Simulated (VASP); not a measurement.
Set up this calculation in VASP 6.6.1, as the native input.

- Task: single point
- Functional: PBE
- Potentials or basis: VASP PAW PBE potentials, release 64 (Ga_d)
- Cutoff: 520 eV
- k mesh: 8 × 8 × 8
- Occupations: gaussian, width 0.1 eV
- Spin: no spin polarisation
- Dipole correction: no
- Further INCAR settings: ALGO = Normal; EDIFF = 1e-06; NBANDS = 12

The structure of Ga lies in POSCAR:

```
Ga
1.0
    0.0000000000      1.8968410000      3.0481717500
    1.6437625100      0.0000000000      3.0481717500
    1.6437625100      1.8968410000      0.0000000000
Ga
1
Direct
    0.5000000000      0.5000000000      0.5000000000
```

The cell was built from a structure type or drawn by symmetry, and may not be a known phase.

One way to write it, as run:

INCAR

```
ALGO = Normal ; EDIFF = 1E-6
ENCUT = 520 ; GGA = PE
ISIF = 2 ; ISMEAR = 0
LASPH = T ; LCHARG = T
LELF = T ; LREAL = F
LVHAR = T ; LWAVE = F
NBANDS = 12 ; NELM = 80
PREC = Accurate ; SIGMA = 0.1
```

KPOINTS

```
k-points
0
Gamma
  8 8 8
```

Potentials or basis: VASP PAW PBE potentials, release 64 (Ga_d).

Command:

```bash
$ cat potpaw_PBE.64/Ga_d/POTCAR > POTCAR
$ mpirun -np 1 vasp_std > vasp.out
```

It gave:

| Item | Value |
| --- | --- |
| Pressure | 8.0 GPa |
| Band gap on the k mesh | zero (an odd number of electrons rules out a gap without spin polarisation) |

Caveat: the cell stands under pressure.

It took 14 s on 1 thread of AMD EPYC 7R13 Processor (Zen 3), with other jobs on the host, peak memory 0.12 GiB.
